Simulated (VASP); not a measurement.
# MgCd2S3 (P-3m1) in VASP: single point with PBE

Aim: the single point of MgCd2S3 with PBE.

All numbers are computed with VASP 6.6.1; they aren't measurements. Logs are shortened: lines on timing, memory, paths and dates and some standing lists are left out, and cuts for length are marked.

## (1) The cell of the first run

It takes space group P-3m1 (No. 164, trigonal). The conventional cell has a = 3.827 Å, b = 3.827 Å, c = 9.381 Å, α = 90.00°, β = 90.00°, γ = 120.00°. Within 3.5 Å of Mg (site symmetry -3m) lie 6 S at 2.65 Å. Within 3.6 Å of Cd (site symmetry 3m) lie 6 S at 2.73 to 2.74 Å. Within 3.5 Å of S (site symmetry 3m) lie 3 Mg at 2.65 Å and 3 Cd at 2.74 Å. S (site symmetry -3m) has 6 Cd at 2.73 Å within 3.6 Å.

## (2) Single point, PBE

INCAR

```
PREC = Accurate ; ENCUT = 600
EDIFF = 1E-6 ; ISMEAR = 0
SIGMA = 0.01 ; LREAL = False
LASPH = True ; NELM = 120
ALGO = Normal ; ISIF = 2
LWAVE = False ; LCHARG = False
GGA = PE ; NBANDS = 31
GGA_COMPAT = False
```

KPOINTS

```
Automatic mesh
0
Gamma
  12 12 4
```

POSCAR

```
MgCd2S3
1.0
    3.8265501312      0.0000000000      0.0000000000
   -1.9132750656      3.3138896225      0.0000000000
    0.0000000000      0.0000000000      9.3806967416
Mg Cd S
1 2 3
Direct
    0.0000000000      0.0000000000      0.5000000000
    0.6666666667      0.3333333333      0.8288262969
    0.3333333333      0.6666666667      0.1711737031
    0.3333333333      0.6666666667      0.6558848656
    0.6666666667      0.3333333333      0.3441151344
    0.0000000000      0.0000000000      0.0000000000
```

Potentials or basis: VASP PAW PBE potentials, release 64 (Mg, Cd, S).

On the command line:

```console
> cat potpaw_PBE.64/Mg/POTCAR potpaw_PBE.64/Cd/POTCAR potpaw_PBE.64/S/POTCAR > POTCAR
> mpirun -np 1 vasp_std > vasp.out
```

OUTCAR:

```text
PREC = Accurate
   ENCUT = 600
   EDIFF = 1E-6
   ISMEAR = 0
   LREAL = False
   LASPH = True
   NELM = 120
   ISIF = 2
   GGA = PE

 ion  position               nearest neighbor table
   1  0.000  0.000  0.500-   4 2.65   5 2.65   5 2.65   4 2.65   5 2.65   4 2.65
   2  0.667  0.333  0.829-   6 2.73   6 2.73   6 2.73   4 2.74   4 2.74   4 2.74
   3  0.333  0.667  0.171-   6 2.73   6 2.73   6 2.73   5 2.74   5 2.74   5 2.74
   4  0.333  0.667  0.656-   1 2.65   1 2.65   1 2.65   2 2.74   2 2.74   2 2.74
   5  0.667  0.333  0.344-   1 2.65   1 2.65   1 2.65   3 2.74   3 2.74   3 2.74
   6  0.000  0.000  0.000-   2 2.73   3 2.73   2 2.73   3 2.73   2 2.73   3 2.73

  LATTYP: Found a hexagonal cell.
 ALAT       =     3.8265501312
 C/A-ratio  =     2.4514762436

  Lattice vectors:

 A1 = (   3.8265501312,   0.0000000000,   0.0000000000)
 A2 = (  -1.9132750656,   3.3138896225,   0.0000000000)
 A3 = (   0.0000000000,   0.0000000000,   9.3806967416)

Analysis of symmetry for initial positions (statically):
=====================================================================
 Subroutine PRICEL returns:
 Original cell was already a primitive cell.

 Routine SETGRP: Setting up the symmetry group for a
 hexagonal supercell.

 Subroutine GETGRP returns: Found 12 space group operations
 (whereof 12 operations were pure point group operations)
 out of a pool of 24 trial point group operations.

The static configuration has the point symmetry D_3d.

Analysis of symmetry for dynamics (positions and initial velocities):
=====================================================================
 Subroutine PRICEL returns:
 Original cell was already a primitive cell.

 Routine SETGRP: Setting up the symmetry group for a
 hexagonal supercell.

 Subroutine GETGRP returns: Found 12 space group operations
 (whereof 12 operations were pure point group operations)
 out of a pool of 24 trial point group operations.

The dynamic configuration has the point symmetry D_3d.

 Subroutine INISYM returns: Found 12 space group operations
 (whereof 12 operations are pure point group operations),
 and found     1 'primitive' translations

----------------------------------------------------------------------------------------

                                     Primitive cell

  volume of cell :     118.9544

  direct lattice vectors                    reciprocal lattice vectors
[... 97 lines left out ...]
   EDIFFG = 0.1E-04   stopping-criterion for IOM
   NSW    =      0    number of steps for IOM
   IBRION =     -1    ionic relax: 0-MD 1-quasi-New 2-CG
   NFREE  =      0    steps in history (QN), initial steepest desc. (CG)
   ISIF   =      2    stress and relaxation
   ISYM   =      2    0-nonsym 1-usesym 2-fastsym
   POTIM  = 0.5000    time-step for ionic-motion
   TEBEG  =    0.0;   TEEND  =   0.0 temperature during run
   PSTRESS=    0.0 pullay stress
   NELECT =      44.0000    total number of electrons
   NUPDOWN=      -1.0000    fix difference up-down
   EMIN   =  10.00;   EMAX   =-10.00  energy-range for DOS
   EFERMI =   0.00;   METHOD = LEGACY
   ISMEAR =     0;   SIGMA  =   0.01  broadening in eV -4-tet -1-fermi 0-gaus
   EFERMI_NEDOS =   21; number of points for ismear=-14 and -15
   IALGO  =     38    algorithm
   IMIX   =      4    mixing-type and parameters
     AMIX     =   0.40;   BMIX     =  1.00
     AMIX_MAG =   1.60;   BMIX_MAG =  1.00
  volume/ion in A,a.u.               =      19.83       133.79
  Fermi-wavevector in a.u.,A,eV,Ry     =   1.175165  2.220740 18.789822  1.381013
  Thomas-Fermi vector in A             =   2.311550
   LORBIT       =      0    0 simple, 1 ext, 2 COOP (PROOUT), +10 PAW based schemes
   GGA     = PE    functional components
   LHFCALC =     F    Hartree Fock is set to
   AEXX    =    0.0000 exact exchange contribution
   IVDW    =     0    specifies the selected vdW correction
   LEPSILON=     F    determine dielectric tensor
   LRPA    =     F    only Hartree local field effects (RPA)
 non-spin polarized calculation
 Gauss-broadening in eV      SIGMA  =   0.01
  energy-cutoff  :      600.00
  volume of cell :      118.95
 maximum number of plane-waves:      4015
 NGX is ok and might be reduce to    32
   NGX = 15   NGY = 15   NGZ = 37

 number of electron      43.9999999 magnetization

 Free energy of the ion-electron system (eV)
  ---------------------------------------------------
  ext. energy  EPLUGINS =         0.00000000
  ---------------------------------------------------
  free energy    TOTEN  =       -20.16815437 eV

  energy without entropy =      -20.16815437  energy(sigma->0) =      -20.16815437

 E-fermi :   3.1071     XC(G=0): -10.1134

 val. band max:        3.0234676451   @ k =   0.0000   0.0000   0.0000
 cond. band min:       3.9305779062   @ k =   0.5000   0.0000   0.0000
 fundamental gap:      0.9071102612
 Fermi energy:         3.1070843786

 k-point     1 :       0.0000    0.0000    0.0000
  band No.  band energies     occupation
      1      -9.6405      2.00000
      2      -8.9027      2.00000
      3      -8.7634      2.00000
      4      -4.7060      2.00000
      5      -4.7060      2.00000
      6      -4.6249      2.00000
[... 805 lines left out ...]
     30      10.5000      0.00000
     31      10.5216      0.00000

 [... further k-points ...]

------------------------ aborting loop because EDIFF is reached ----------------------------------------

  FORCE on cell =-STRESS in cart. coord.  units (eV):
  Direction    XX          YY          ZZ          XY          YZ          ZX
  --------------------------------------------------------------------------------------
  -------------------------------------------------------------------------------------
  Total        0.1288942      0.1288942      0.1463822      0.0000000     -0.0000000     -0.0000000
  in kB        1.7360550      1.7360550      1.9715982      0.0000000     -0.0000000     -0.0000000
  external PRESSURE =       1.8145694 kB  Pullay stress =       0.0000000 kB

 VOLUME and BASIS-vectors are now :
 -----------------------------------------------------------------------------
  energy-cutoff  :      600.00
  volume of cell :      118.95
      direct lattice vectors                 reciprocal lattice vectors
     3.826550131  0.000000000  0.000000000     0.261332000  0.150880101  0.000000000
    -1.913275066  3.313889623  0.000000000     0.000000000  0.301760201  0.000000000
     0.000000000  0.000000000  9.380696742     0.000000000  0.000000000  0.106601890

 POSITION                                       TOTAL-FORCE (eV/Angst)
 -----------------------------------------------------------------------------------
      0.00000      0.00000      4.69035        -0.000000      0.000000      0.000000
      1.91328      1.10463      7.77497        -0.000000      0.000000     -0.004122
     -0.00000      2.20926      1.60573        -0.000000      0.000000      0.004122
     -0.00000      2.20926      6.15266        -0.000000      0.000000     -0.047454
      1.91328      1.10463      3.22804         0.000000     -0.000000      0.047454
      0.00000      0.00000      0.00000        -0.000000      0.000000      0.000000
 -----------------------------------------------------------------------------------
    total drift:                               -0.000000      0.000000     -0.000000

  FREE ENERGIE OF THE ION-ELECTRON SYSTEM (eV)
  ---------------------------------------------------
  free  energy   TOTEN  =       -20.1681543746 eV

  energy  without entropy=      -20.1681543746  energy(sigma->0) =      -20.16815437
```

OSZICAR:

```text
N       E                     dE             d eps       ncg     rms          rms(c)
DAV:   1     0.300438956149E+03    0.30044E+03   -0.22440E+04  4278   0.145E+03
DAV:   2    -0.218888980763E+01   -0.30263E+03   -0.28744E+03  4821   0.323E+02
DAV:   3    -0.216695373156E+02   -0.19481E+02   -0.19345E+02  5192   0.798E+01
DAV:   4    -0.218921075042E+02   -0.22257E+00   -0.22239E+00  5065   0.858E+00
DAV:   5    -0.218954801278E+02   -0.33726E-02   -0.33723E-02  5476   0.103E+00    0.112E+01
DAV:   6    -0.202361817639E+02    0.16593E+01   -0.31799E+00  5507   0.162E+01    0.955E+00
DAV:   7    -0.201725159421E+02    0.63666E-01   -0.12234E+00  5263   0.540E+00    0.512E+00
DAV:   8    -0.201701209604E+02    0.23950E-02   -0.12238E-01  4749   0.316E+00    0.774E-01
DAV:   9    -0.201682228380E+02    0.18981E-02   -0.19013E-02  5225   0.148E+00    0.213E-01
DAV:  10    -0.201680748538E+02    0.14798E-03   -0.15578E-03  4775   0.325E-01    0.808E-02
DAV:  11    -0.201681234092E+02   -0.48555E-04   -0.37025E-04  5160   0.111E-01    0.784E-02
DAV:  12    -0.201681561320E+02   -0.32723E-04   -0.58343E-05  4930   0.516E-02    0.206E-02
DAV:  13    -0.201681540492E+02    0.20829E-05   -0.21137E-05  5153   0.436E-02    0.148E-02
DAV:  14    -0.201681543746E+02   -0.32548E-06   -0.20975E-06  4185   0.860E-03
   1 F= -.20168154E+02 E0= -.20168154E+02  d E =-.845614E-35
```

stdout:

```text
POSCAR found type information on POSCAR MgCdS
 POSCAR found :  3 types and       6 ions
 scaLAPACK will be used
 LDA part: xc-table for (Slater+PW92), standard interpolation
 POSCAR, INCAR and KPOINTS ok, starting setup
 FFT: planning ... GRIDC
 FFT: planning ... GRID_SOFT
 FFT: planning ... GRID
 WAVECAR not read
 entering main loop
```

It took 6 min on 1 thread of Oxide Virtual Turin-like, shared host; peak memory 0.43 GiB.

What came out:

- Free energy: -20.1682 eV
- Pressure: 0.2 GPa
- Largest force: 0.047 eV/Å
- Band gap on the k mesh: 0.91 eV (least direct gap 1.45 eV)

Forces in eV/Å, atoms in the order of the input:
```
Mg   0.000  0.000  0.000
Cd   0.000  0.000 -0.004
Cd   0.000  0.000  0.004
S    0.000  0.000 -0.047
S    0.000  0.000  0.047
S    0.000  0.000  0.000
```

Levels at points of the mesh, in eV from the valence-band top:
| k point | band 20 | band 21 | band 22 | band 23 | band 24 | band 25 |
| --- | --- | --- | --- | --- | --- | --- |
| (0.00, 0.00, 0.00) | -0.50 | 0.00 | 0.00 | 1.59 | 3.97 | 4.03 |
| (0.50, 0.00, 0.00) | -1.05 | -0.92 | -0.54 | 0.91 | 3.99 | 4.24 |
| (0.00, 0.00, 0.50) | -0.31 | -0.08 | -0.08 | 2.88 | 3.38 | 3.85 |
| (0.50, 0.00, 0.50) | -1.55 | -0.17 | -0.13 | 1.81 | 2.58 | 3.78 |

A k mesh can miss the band edges.
